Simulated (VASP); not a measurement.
# In2O3: single point with PBEsol

The system is In2O3.

```
In O
1.0
     3.41859    0.00000    0.00000
    -1.70929    2.96059    0.00000
     0.00000    0.00000    6.09664
In O
2 3
Cartesian
  0.0000 1.9737 1.4399
  1.7093 0.9869 4.6568
  0.0000 0.0000 0.0000
  0.0000 1.9737 3.9835
  1.7093 0.9869 2.1131
```

| Quantity | Value |
| --- | --- |
| Program | VASP 6.6.1 |
| Task | single point |
| Functional | PBEsol |
| Potentials or basis | VASP PAW PBE potentials, release 64 (In_d, O) |
| Cutoff | 520 eV |
| k mesh | 12 × 12 × 4 |
| Occupations | fermi-dirac, width 0.02 eV |
| Spin | no spin polarisation |

```yaml
Pressure: 0.5 GPa
Largest_force: 0.018 eV/Å
Band_gap_on_the_k_mesh: 0.68 eV, indirect (least direct gap 0.71 eV)
```

Forces on the atoms (eV/Å):
```
In   0.000  0.000  0.001
In   0.000  0.000 -0.001
O    0.000  0.000  0.000
O    0.000  0.000 -0.018
O    0.000  0.000  0.018
```

Stress tensor (GPa, compression positive):
```
0.65 0.00 0.00
0.00 0.65 0.00
0.00 0.00 0.13
```

Levels at points of the mesh, in eV from the valence-band top:
```
           k point  band 20  band 21  band 22  band 23  band 24  band 25
(0.00, 0.00, 0.00)    -0.58    -0.58    -0.03     0.68     5.07     5.91
(0.50, 0.00, 0.00)    -1.09    -0.62    -0.35     3.93     6.16     7.10
(0.00, 0.00, 0.50)    -0.81    -0.71    -0.71     2.89     3.81     5.54
(0.50, 0.00, 0.50)    -1.29    -0.27    -0.01     4.33     6.06     6.32
```

Run time: 99 s on 1 thread of AMD EPYC 7R13 Processor (Zen 3), with other jobs on the host, peak memory 0.21 GiB.

Caveat: the PAW data sets were made with another functional, which shifts forces and pressure a little; spin-orbit coupling is left out, which moves the levels of the heavy elements. A hybrid or GW would open this gap; PBEsol tends to underestimate it.
